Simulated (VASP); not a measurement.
Ru, 2 atoms in the cell. Symmetry: P6_3/mmc, No. 194, hexagonal system. Conventional cell: a = 2.633 Å, b = 2.633 Å, c = 4.169 Å, α = 90.00°, β = 90.00°, γ = 120.00°. Within 3.4 Å of Ru (site symmetry -6m2) lie 12 Ru at 2.58 to 2.63 Å. 

```yaml
Program: VASP 6.6.1
Task: relaxation of shape and atoms at fixed volume
Functional: PBEsol
Potentials_or_basis: VASP PAW PBE potentials, release 64 (Ru_pv)
Cutoff: 600 eV
k_mesh: 18 × 18 × 10
Occupations: gaussian, width 0.1 eV
Spin: no spin polarisation
Dipole_correction: no
Further_INCAR_settings: ALGO = Fast; EDIFF = 1e-06; IBRION = 2; EDIFFG = -0.01; NSW = 50; ISIF = 4
```

Potentials or basis: VASP PAW PBE potentials, release 64 (Ru_pv).

The run is started by

```bash
$ cat potpaw_PBE.64/Ru_pv/POTCAR > POTCAR
$ mpirun -np 1 vasp_std > vasp.out
```

Hardware: 1 thread of Intel(R) Xeon(R) Platinum 8488C (Sapphire Rapids), on a shared host.

**Question.** How long does it take, and how much memory?

**Answer.** Run time: 2.7 min on 1 thread of Intel(R) Xeon(R) Platinum 8488C (Sapphire Rapids) (shared host), peak memory 0.23 GiB. Counts: scf iterations 26, k points 222, ion steps 3.
